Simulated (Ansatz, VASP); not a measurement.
## SnSe2 in VASP and in Ansatz

Contents of INCAR:

```
SYSTEM = SnSe2
ALGO = Normal
EDIFF = 1E-7
ENCUT = 520
GGA = PS
ISIF = 2
ISMEAR = 0
LASPH = .TRUE.
LCHARG = .FALSE.
LREAL = .FALSE.
LWAVE = .FALSE.
NBANDS = 20
NELM = 80
PREC = Accurate
SIGMA = 0.01
```

File KPOINTS:

```
k-points
0
G
  12 12 4
  0 0 0
```

Contents of POSCAR:

```
SnSe2
1.0
    3.8110000000      0.0000000000      0.0000000000
   -1.9055000000      3.3004230000      0.0000000000
    0.0000000000      0.0000000000      6.1360000000
Sn Se
1 2
Direct
    0.0000000000      0.0000000000      0.0000000000
    0.3333333333      0.6666666667      0.2490000000
    0.6666666667      0.3333333333      0.7510000000
```

Input for Ansatz:

```yaml
crystal:
  lattice:
    - [3.811, 0.0, 0.0]
    - [-1.9055, 3.300423, 0.0]
    - [0.0, 0.0, 6.136]
  atoms:
    - { symbol: Sn, position: [0.0, 0.0, 0.0] }
    - { symbol: Se, position: [0.3333333333333333, 0.6666666666666666, 0.249] }
    - { symbol: Se, position: [0.6666666666666666, 0.3333333333333333, 0.751] }
basis:
  ecutwfc: 571.4391111657479
kpoints:
  mp_grid:
    grid: [12, 12, 4]
hamiltonian:
  xc: pbesol
scf:
  occupations:
    method: fixed
output:
  stress: true
```

Alike in both runs: task single point; functional PBEsol; k mesh 12 × 12 × 4; no spin polarisation.

|  | VASP | Ansatz |
| --- | --- | --- |
| version | VASP 6.6.1 | Ansatz 0.2.0 |
| potentials or method | VASP PAW PBE potentials, release 64 (Sn_d, Se), cutoff 520 eV | plane waves, PAW |
| occupations | gaussian, width 0.01 eV | fixed |
| valence electrons in the cell | 26 | 46 |

Ansatz gave:

- pressure (GPa): 2.5
- traceless stress, the component that is largest in VASP (GPa): 1.27

**Question.** What did VASP give for the same quantities?

**Answer.** Pressure (GPa): 2.6; traceless stress, the component that is largest in VASP (GPa): 1.27.

VASP's potentials were made for PBE, not for PBEsol. VASP's potentials hold 26 valence electrons a cell and Ansatz's 46, so a difference there can come from the potentials and not from the codes.
